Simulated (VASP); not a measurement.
# MgO (Periclase) (Fm-3m) in VASP: further runs

The runs below take MgO (Periclase) through single point, with r2SCAN+rVV10, r2SCAN, PBE0, PBE-based screened hybrid.

Program: VASP 6.6.1. These are calculated values, not measurements. Logs are shortened: lines on timing, memory, paths and dates and some standing lists are left out, and cuts for length are marked.

**What was measured.**

From “Electronic structure of alkaline earth and post-transition metal oxides”, 2009, arxiv:0908.1581, for a bulk crystal of MgO: band gap 7.83 eV.

How close the calculation comes is told below.

### 1 The cell of the first run

Symmetry: Fm-3m, No. 225, cubic system. Conventional cell: a = 4.204 Å, b = 4.204 Å, c = 4.204 Å, α = 90.00°, β = 90.00°, γ = 90.00°. Within 2.8 Å of Mg (site symmetry m-3m) lie 6 O at 2.10 Å. Within 2.8 Å of O (site symmetry m-3m) lie 6 Mg at 2.10 Å.

### 2 Single point, r2SCAN+rVV10

The input, POSCAR:

```
MgO
1.0
    0.0000000000      2.1021680256      2.1021680256
    2.1021680256      0.0000000000      2.1021680256
    2.1021680256      2.1021680256      0.0000000000
Mg O
1 1
Direct
    0.0000000000      0.0000000000      0.0000000000
    0.5000000000      0.5000000000      0.5000000000
```

The input, INCAR.step1:

```
SYSTEM = MgO
PREC     = Accurate       ! precision mode
ENCUT    = 660            ! plane-wave cutoff, eV
ISMEAR   = 0              ! smearing method
SIGMA    = 0.01           ! smearing width, eV
LREAL    = .False.        ! projectors in reciprocal space
LASPH    = .True.         ! aspherical terms in the spheres
NELM     = 120            ! most SCF steps
NBANDS   = 11             ! bands
GGA      = PE             ! functional
ALGO     = Normal         ! electronic algorithm
EDIFF    = 1E-5           ! SCF threshold, eV
LWAVE    = .True.         ! write WAVECAR
LCHARG   = .False.        ! write CHGCAR
GGA_COMPAT= .False.
```

The input, INCAR.step2:

```
SYSTEM = MgO
PREC     = Accurate       ! precision mode
ENCUT    = 660            ! plane-wave cutoff, eV
EDIFF    = 1E-6           ! SCF threshold, eV
ISMEAR   = 0              ! smearing method
SIGMA    = 0.01           ! smearing width, eV
LREAL    = .False.        ! projectors in reciprocal space
LASPH    = .True.         ! aspherical terms in the spheres
NELM     = 120            ! most SCF steps
ALGO     = Normal         ! electronic algorithm
ISIF     = 2              ! what is computed and relaxed
LWAVE    = .False.        ! write WAVECAR
LCHARG   = .False.        ! write CHGCAR
METAGGA  = R2SCAN         ! meta-GGA
LMIXTAU  = .True.       
LUSE_VDW = .True.       
IVDW_NL  = 2            
BPARAM   = 11.95        
CPARAM   = 0.0093       
NBANDS   = 11             ! bands
ISTART   = 1            
GGA_COMPAT= .False.
```

The input, KPOINTS:

```
Automatic mesh
0
Gamma
  8 8 8
  0 0 0
```

Potentials or basis: VASP PAW PBE potentials, release 64 (Mg, O).

Command:

```sh
$ cat potpaw_PBE.64/Mg/POTCAR potpaw_PBE.64/O/POTCAR > POTCAR
$ cp INCAR.step1 INCAR
$ mpirun -np 1 vasp_std > vasp.out
$ cp INCAR.step2 INCAR
$ mpirun -np 1 vasp_std > vasp.out
```

OUTCAR:

```text
SYSTEM = MgO
   PREC = Accurate
   ENCUT = 660
   EDIFF = 1E-6
   ISMEAR = 0
   LREAL = .False.
   LASPH = .True.
   NELM = 120
   ISIF = 2
   METAGGA = R2SCAN
   IVDW_NL = 2
   BPARAM = 11.95
   ISTART = 1

 ion  position               nearest neighbor table
   1  0.000  0.000  0.000-   2 2.10   2 2.10   2 2.10   2 2.10   2 2.10   2 2.10
   2  0.500  0.500  0.500-   1 2.10   1 2.10   1 2.10   1 2.10   1 2.10   1 2.10

  LATTYP: Found a face centered cubic cell.
 ALAT       =     4.2043360512

  Lattice vectors:

 A1 = (   0.0000000000,   2.1021680256,   2.1021680256)
 A2 = (   2.1021680256,   0.0000000000,   2.1021680256)
 A3 = (   2.1021680256,   2.1021680256,   0.0000000000)

Analysis of symmetry for initial positions (statically):
=====================================================================
 Subroutine PRICEL returns:
 Original cell was already a primitive cell.

 Routine SETGRP: Setting up the symmetry group for a
 face centered cubic supercell.

 Subroutine GETGRP returns: Found 48 space group operations
 (whereof 48 operations were pure point group operations)
 out of a pool of 48 trial point group operations.

The static configuration has the point symmetry O_h .

Analysis of symmetry for dynamics (positions and initial velocities):
=====================================================================
 Subroutine PRICEL returns:
 Original cell was already a primitive cell.

 Routine SETGRP: Setting up the symmetry group for a
 face centered cubic supercell.

 Subroutine GETGRP returns: Found 48 space group operations
 (whereof 48 operations were pure point group operations)
 out of a pool of 48 trial point group operations.

The dynamic configuration has the point symmetry O_h .

 Subroutine INISYM returns: Found 48 space group operations
 (whereof 48 operations are pure point group operations),
 and found     1 'primitive' translations

----------------------------------------------------------------------------------------

                                     Primitive cell

  volume of cell :      18.5794

  direct lattice vectors                    reciprocal lattice vectors
     0.000000000  2.102168026  2.102168026    -0.237849684  0.237849684  0.237849684
     2.102168026  0.000000000  2.102168026     0.237849684 -0.237849684  0.237849684
     2.102168026  2.102168026  0.000000000     0.237849684  0.237849684 -0.237849684

  length of vectors
     2.972914532  2.972914532  2.972914532     0.411967737  0.411967737  0.411967737

  position of ions in fractional coordinates (direct lattice)
     0.000000000  0.000000000  0.000000000
     0.500000000  0.500000000  0.500000000

  ion indices of the primitive-cell ions
   primitive index   ion index
                 1           1
                 2           2

----------------------------------------------------------------------------------------

 KPOINTS: Automatic mesh

Automatic generation of k-mesh.
 Grid dimensions read from file:
 generate k-points for:    8    8    8

 Generating k-lattice:

  Cartesian coordinates                     Fractional coordinates (reciprocal lattice)
    -0.029731210  0.029731210  0.029731210     0.125000000  0.000000000  0.000000000
     0.029731210 -0.029731210  0.029731210     0.000000000  0.125000000  0.000000000
     0.029731210  0.029731210 -0.029731210     0.000000000  0.000000000  0.125000000

  Length of vectors
     0.051495967  0.051495967  0.051495967

  Shift w.r.t. Gamma in fractional coordinates (k-lattice)
     0.000000000  0.000000000  0.000000000

 Subroutine IBZKPT returns following result:
 ===========================================

 Found     29 irreducible k-points:

 Following reciprocal coordinates:
            Coordinates               Weight
  0.000000  0.000000  0.000000      1.000000
  0.125000  0.000000  0.000000      8.000000
  0.250000  0.000000  0.000000      8.000000
  0.375000  0.000000  0.000000      8.000000
  0.500000  0.000000  0.000000      4.000000
  0.125000  0.125000  0.000000      6.000000
[... 16 lines left out ...]
  0.500000  0.250000  0.125000     48.000000
 -0.375000  0.250000  0.125000     24.000000
 [... further k-points ...]
   k-points           NKPTS =     29   k-points in BZ     NKDIM =     29   number of bands    NBANDS=     11
   number of dos      NEDOS =    301   number of ions     NIONS =      2
   total plane-waves  NPLWV =  21952
   dimension x,y,z NGX =    28 NGY =   28 NGZ =   28
   dimension x,y,z NGXF=    56 NGYF=   56 NGZF=   56
   ions per type =               1   1
   NGX,Y,Z   is equivalent  to a cutoff of  15.66, 15.66, 15.66 a.u.
   NGXF,Y,Z  is equivalent  to a cutoff of  31.32, 31.32, 31.32 a.u.
 SYSTEM =  MgO
   PREC   = accura    normal or accurate (medium, high low for compatibility)
   ISTART =      1    job   : 0-new  1-cont  2-samecut
   ICHARG =      0    charge: 1-file 2-atom 10-const
   ISPIN  =      1    spin polarized calculation?
   LNONCOLLINEAR =      F non collinear calculations
   LSORBIT =      F    spin-orbit coupling
   LASPH  =      T    aspherical Exc in radial PAW
   ENCUT  =  660.0 eV  48.51 Ry    6.96 a.u.   6.23  6.23  6.23*2*pi/ulx,y,z
   NELM   =    120;   NELMIN=  2; NELMDL=  0     # of ELM steps
   EDIFF  = 0.1E-05   stopping-criterion for ELM
   LREAL  =      F    real-space projection
   EDIFFG = 0.1E-04   stopping-criterion for IOM
   NSW    =      0    number of steps for IOM
   IBRION =     -1    ionic relax: 0-MD 1-quasi-New 2-CG
   NFREE  =      0    steps in history (QN), initial steepest desc. (CG)
   ISIF   =      2    stress and relaxation
   ISYM   =      2    0-nonsym 1-usesym 2-fastsym
   POTIM  = 0.5000    time-step for ionic-motion
   TEBEG  =    0.0;   TEEND  =   0.0 temperature during run
   PSTRESS=    0.0 pullay stress
   NELECT =       8.0000    total number of electrons
   NUPDOWN=      -1.0000    fix difference up-down
   EMIN   =  10.00;   EMAX   =-10.00  energy-range for DOS
   EFERMI =   0.00;   METHOD = LEGACY
   ISMEAR =     0;   SIGMA  =   0.01  broadening in eV -4-tet -1-fermi 0-gaus
   EFERMI_NEDOS =   21; number of points for ismear=-14 and -15
   IALGO  =     38    algorithm
   IMIX   =      4    mixing-type and parameters
     AMIX     =   0.40;   BMIX     =  1.00
     AMIX_MAG =   1.60;   BMIX_MAG =  1.00
  volume/ion in A,a.u.               =       9.29        62.69
  Fermi-wavevector in a.u.,A,eV,Ry     =   1.236215  2.336108 20.792804  1.528228
  Thomas-Fermi vector in A             =   2.370833
   LORBIT       =      0    0 simple, 1 ext, 2 COOP (PROOUT), +10 PAW based schemes
   METAGGA = R2SCAN    functional components
   LHFCALC =     F    Hartree Fock is set to
   AEXX    =    0.0000 exact exchange contribution
   IVDW_NL    =     2    kernel type
   BPARAM     =11.9500
   IVDW    =     0    specifies the selected vdW correction
   LEPSILON=     F    determine dielectric tensor
   LRPA    =     F    only Hartree local field effects (RPA)
 non-spin polarized calculation
 Gauss-broadening in eV      SIGMA  =   0.01
  energy-cutoff  :      660.00
  volume of cell :       18.58
 maximum number of plane-waves:       725
 NGX is ok and might be reduce to    28
   NGX = 13   NGY = 13   NGZ = 13

 number of electron       7.9999999 magnetization

 Free energy of the ion-electron system (eV)
  ---------------------------------------------------
  ext. energy  EPLUGINS =         0.00000000
  ---------------------------------------------------
  free energy    TOTEN  =       -15.89502226 eV

  energy without entropy =      -15.89502226  energy(sigma->0) =      -15.89502226

 E-fermi :   2.8633     XC(G=0): -11.6620

 val. band max:        2.8023485278   @ k =   0.0000   0.0000   0.0000
 cond. band min:       8.4227242465   @ k =   0.0000   0.0000   0.0000
 fundamental gap:      5.6203757187
 Fermi energy:         2.8633196431

 k-point     1 :       0.0000    0.0000    0.0000
  band No.  band energies     occupation
      1     -15.4283      2.00000
      2       2.8023      2.00000
      3       2.8023      2.00000
      4       2.8023      2.00000
      5       8.4227      0.00000
      6      19.6324      0.00000
      7      19.6324      0.00000
      8      19.6324      0.00000
      9      23.7676      0.00000
     10      25.5836      0.00000
     11      25.5836      0.00000

 k-point     2 :       0.1250    0.0000    0.0000
  band No.  band energies     occupation
      1     -15.2661      2.00000
      2       1.8690      2.00000
      3       2.6952      2.00000
      4       2.6952      2.00000
      5       9.3269      0.00000
      6      17.9525      0.00000
      7      20.0142      0.00000
      8      20.0142      0.00000
      9      24.6290      0.00000
     10      24.6290      0.00000
     11      26.0296      0.00000

 k-point     3 :       0.2500    0.0000    0.0000
  band No.  band energies     occupation
      1     -14.8463      2.00000
      2       0.1451      2.00000
      3       2.4480      2.00000
      4       2.4480      2.00000
      5      10.8035      0.00000
      6      16.4306      0.00000
      7      20.5641      0.00000
      8      20.5641      0.00000
      9      24.2383      0.00000
     10      24.2383      0.00000
     11      26.3340      0.00000

 k-point     4 :       0.3750    0.0000    0.0000
  band No.  band energies     occupation
      1     -14.3766      2.00000
      2      -1.2896      2.00000
      3       2.2149      2.00000
      4       2.2149      2.00000
      5      11.5123      0.00000
      6      16.3430      0.00000
      7      20.4191      0.00000
      8      20.4191      0.00000
      9      25.5425      0.00000
     10      25.6436      0.00000
     11      25.6436      0.00000

 k-point     5 :       0.5000    0.0000    0.0000
  band No.  band energies     occupation
      1     -14.1634      2.00000
      2      -1.8480      2.00000
      3       2.1220      2.00000
      4       2.1220      2.00000
      5      11.5947      0.00000
      6      16.6414      0.00000
      7      20.2526      0.00000
      8      20.2526      0.00000
      9      25.2247      0.00000
     10      26.8055      0.00000
     11      26.8055      0.00000
[... 211 lines left out ...]
 k-point    21 :       0.5000    0.5000    0.0000
  band No.  band energies     occupation
      1     -13.9109      2.00000
      2      -1.3359      2.00000
      3       1.4165      2.00000
      4       1.4165      2.00000
      5      12.7938      0.00000
      6      13.8946      0.00000
      7      17.1164      0.00000
      8      23.2247      0.00000
      9      23.2247      0.00000
     10      29.5537      0.00000
     11      31.1425      0.00000

 k-point    22 :       0.3750    0.2500    0.1250
  band No.  band energies     occupation
      1     -14.5471      2.00000
      2      -0.2232      2.00000
      3       1.6311      2.00000
      4       2.1674      2.00000
      5      12.2678      0.00000
      6      15.2611      0.00000
      7      19.0881      0.00000
      8      21.6122      0.00000
      9      22.1045      0.00000
     10      26.6446      0.00000
     11      30.2345      0.00000

 k-point    23 :       0.5000    0.2500    0.1250
  band No.  band energies     occupation
      1     -14.1784      2.00000
      2      -0.9303      2.00000
      3       1.0504      2.00000
      4       1.9083      2.00000
      5      13.2756      0.00000
      6      15.5118      0.00000
      7      17.9182      0.00000
      8      21.2049      0.00000
      9      23.7644      0.00000
     10      26.6403      0.00000
     11      30.4307      0.00000

 k-point    24 :      -0.3750    0.2500    0.1250
  band No.  band energies     occupation
      1     -14.0154      2.00000
      2      -1.2297      2.00000
      3       0.8411      2.00000
      4       1.7862      2.00000
      5      13.4278      0.00000
      6      16.1546      0.00000
      7      17.4780      0.00000
      8      20.9443      0.00000
      9      24.6041      0.00000
     10      26.3374      0.00000
     11      30.5739      0.00000

 [... further k-points ...]
[... 5 lines left out ...]
  --------------------------------------------------------------------------------------
  -------------------------------------------------------------------------------------
  Total       -0.2824879     -0.2824879     -0.2824879     -0.0000000     -0.0000000     -0.0000000
  in kB      -24.3600449    -24.3600449    -24.3600449     -0.0000000     -0.0000000     -0.0000000
  external PRESSURE =     -24.3600449 kB  Pullay stress =       0.0000000 kB

 VOLUME and BASIS-vectors are now :
 -----------------------------------------------------------------------------
  energy-cutoff  :      660.00
  volume of cell :       18.58
      direct lattice vectors                 reciprocal lattice vectors
     0.000000000  2.102168026  2.102168026    -0.237849684  0.237849684  0.237849684
     2.102168026  0.000000000  2.102168026     0.237849684 -0.237849684  0.237849684
     2.102168026  2.102168026  0.000000000     0.237849684  0.237849684 -0.237849684

 POSITION                                       TOTAL-FORCE (eV/Angst)
 -----------------------------------------------------------------------------------
      0.00000      0.00000      0.00000         0.000000      0.000000      0.000000
      2.10217      2.10217      2.10217        -0.000000     -0.000000     -0.000000
 -----------------------------------------------------------------------------------
    total drift:                                0.000000      0.000000      0.000000

  FREE ENERGIE OF THE ION-ELECTRON SYSTEM (eV)
  ---------------------------------------------------
  free  energy   TOTEN  =       -15.8950222570 eV

  energy  without entropy=      -15.8950222570  energy(sigma->0) =      -15.89502226
```

It took 51 s on 1 thread of AMD EPYC 9R45 (Zen 5), shared host; peak memory 0.23 GiB.

Results:

```yaml
Free_energy: -15.8950 eV
Pressure: -2.4 GPa
Band_gap_on_the_k_mesh: 5.62 eV, direct
```

Caveat: the PAW data sets were made with another functional, which shifts forces and pressure a little.

(Part 1 of 3 ends here.)
